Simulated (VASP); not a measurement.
Here is a VASP 6.6.1 calculation.

Contents of INCAR:

```
SYSTEM = Al3B2As
PREC = Accurate
ENCUT = 520
EDIFF = 1E-7
ISMEAR = 0
SIGMA = 0.1
LREAL = .FALSE.
LASPH = .TRUE.
NELM = 80
ALGO = Normal
ISIF = 2
LWAVE = .FALSE.
LCHARG = .TRUE.
GGA = PE
LELF = .TRUE.
LVHAR = .TRUE.
NBANDS = 19
```

File KPOINTS:

```
Automatic mesh
0
G
  12 12 6
  0 0 0
```

Contents of POSCAR:

```
Al3B2As
1.0
    4.9038431484      0.0000000000      0.0000000000
   -2.4519215742      4.2468527427      0.0000000000
    0.0000000000      0.0000000000      7.5899035823
Al B As
3 2 1
Direct
    0.3333333333      0.6666666667      0.5000000000
    0.6666666667      0.3333333333      0.5000000000
    0.0000000000      0.0000000000      0.0000000000
    0.0000000000      0.0000000000      0.7436431352
    0.0000000000      0.0000000000      0.2563568648
    0.0000000000      0.0000000000      0.5000000000
```

Potentials or basis: VASP PAW PBE potentials, release 64 (Al, B, As).

The run is started by

```bash
$ cat potpaw_PBE.64/Al/POTCAR potpaw_PBE.64/B/POTCAR potpaw_PBE.64/As/POTCAR > POTCAR
$ mpirun -np 1 vasp_std > vasp.out
```

(1) Predict the pressure.

(2) What does it give for the band gap on the k mesh?

(3) Estimate the largest force.

Answers

(1) 0.2 GPa.

(2) zero (band 10 reaches 2.82 eV, above the bottom of band 11 at 1.65 eV).

(3) 0.119 eV/Å.
